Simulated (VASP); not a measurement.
Input of a VASP 6.6.1 run:

INCAR

```
SYSTEM = ReCl
PREC     = Accurate       ! precision mode
ENCUT    = 520            ! plane-wave cutoff, eV
EDIFF    = 1E-6           ! SCF threshold, eV
ISMEAR   = 0              ! smearing method
SIGMA    = 0.1            ! smearing width, eV
LREAL    = .False.        ! projectors in reciprocal space
LASPH    = .True.         ! aspherical terms in the spheres
NELM     = 150            ! most SCF steps
ALGO     = Normal         ! electronic algorithm
ISIF     = 2              ! what is computed and relaxed
LWAVE    = .False.        ! write WAVECAR
LCHARG   = .False.        ! write CHGCAR
ISPIN    = 2              ! spin polarisation
MAGMOM   = 1 1 0 0        ! initial moments
LORBIT   = 11             ! projections on sites
LMAXMIX  = 4              ! l up to which the mixer works
GGA      = PE             ! functional
NBANDS   = 26             ! bands
```

File KPOINTS:

```
regular mesh
0
Gamma
  4 4 4
  0 0 0
```

File POSCAR:

```
ReCl
1.0
    4.0490516786      0.0000000000      0.0000000000
    0.0000000000      4.0490516786      0.0000000000
    0.0000000000      0.0000000000      5.1163288874
Re Cl
2 2
Direct
    0.0000000000      0.5000000000      0.2351000000
    0.5000000000      0.0000000000      0.7649000000
    0.0000000000      0.0000000000      0.0000000000
    0.5000000000      0.5000000000      0.0000000000
```

Potentials or basis: VASP PAW PBE potentials, release 64 (Re, Cl).

Launch:

```console
$ cat potpaw_PBE.64/Re/POTCAR potpaw_PBE.64/Cl/POTCAR > POTCAR
$ mpirun -np 1 vasp_std > vasp.out
```

(1) Estimate the net moment.

(2) Predict the largest force.

(3) What does it give for the pressure?

Results:

(1) 0.00 μB per cell.

(2) 1.412 eV/Å.

(3) -3.8 GPa.

Caveat: the k points lie up to 0.39 Å⁻¹ apart, too coarse for converged energies and pressures of a metal; forces of over 1 eV/Å act on the atoms, so gaps and moduli don't describe the material at rest.
